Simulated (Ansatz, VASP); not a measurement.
**Two plane-wave programs on TiB2**

File INCAR:

```
PREC = Accurate
ENCUT = 520
EDIFF = 1E-8
ISMEAR = -1
SIGMA = 0.03
LREAL = F
LASPH = T
NELM = 80
ALGO = Normal
ISIF = 2
LWAVE = F
LCHARG = F
GGA = PS
LEFG = T
NBANDS = 16
```

The input KPOINTS:

```
Automatic mesh
0
Gamma
  14 14 11
```

The input POSCAR:

```
TiB2
1.0
    3.0291982016      0.0000000000      0.0000000000
   -1.5145991008      2.6233625957      0.0000000000
    0.0000000000      0.0000000000      3.2284000000
Ti B
1 2
Direct
    0.0000000000      0.0000000000      0.0000000000
    0.3333333333      0.6666666667      0.5000000000
    0.6666666667      0.3333333333      0.5000000000
```

Input for Ansatz:

```yaml
crystal:
  lattice:
    - [3.0291982016, 0.0, 0.0]
    - [-1.5145991008, 2.6233625957, 0.0]
    - [0.0, 0.0, 3.2284]
  atoms:
    - { symbol: Ti, position: [0.0, 0.0, 0.0] }
    - { symbol: B, position: [0.3333333333, 0.6666666667, 0.5] }
    - { symbol: B, position: [0.6666666667, 0.3333333333, 0.5] }
kpoints:
  mp_grid: { grid: [14, 14, 11] }
  band_path:
    path:
      - [0.0, 0.0, 0.0]
      - [0.5, 0.0, 0.0]
      - [0.3333333333, 0.3333333333, 0.0]
      - [0.0, 0.0, 0.0]
      - [0.0, 0.0, 0.5]
      - [0.5, 0.0, 0.5]
      - [0.3333333333, 0.3333333333, 0.5]
      - [0.0, 0.0, 0.5]
      - [0.5, 0.0, 0.5]
    npoints: 14
scf:
  occupations: { method: fermi_dirac, width: 0.03 }
hamiltonian:
  xc: pbesol
  pseudopotentials: { kind: paw }
output:
  forces: true
  stress: true
  eigenvalues: true
  efg: { contact_densities: true }
  populations: true
  bader: true
  dos: { projected: true, de: 0.2, e_range: [-14, 8] }
  write_density: true
  write_potential: true
  elf: true
  volumetric_format: npy
```

Alike in both runs: task electric field gradients; functional PBEsol; k mesh 14 × 14 × 11; occupations fermi-dirac, width 0.03 eV; no spin polarisation.

|  | VASP | Ansatz |
| --- | --- | --- |
| version | VASP 6.6.1 | Ansatz 0.2.0 |
| potentials or method | VASP PAW PBE potentials, release 64 (Ti_sv, B) | PAW with Ansatz's default frozen-core files, scalar-relativistic |
| plane-wave cutoff (eV) | 520 | 420 |
| valence electrons in the cell | 18 | 18 |

Ansatz gave:

```
pressure (GPa)                                                : -5.2
traceless stress, the component that is largest in VASP (GPa) : -1.91
size of Vzz on the site where it differs most (V/Å²)          : 20.6
```

**Question.** What did VASP give for the same quantities?

**Answer.** Pressure (GPa): -4.8; traceless stress, the component that is largest in VASP (GPa): -1.98; size of Vzz on the site where it differs most (V/Å²): 18.6.

VASP's potentials were made for PBE, not for PBEsol.
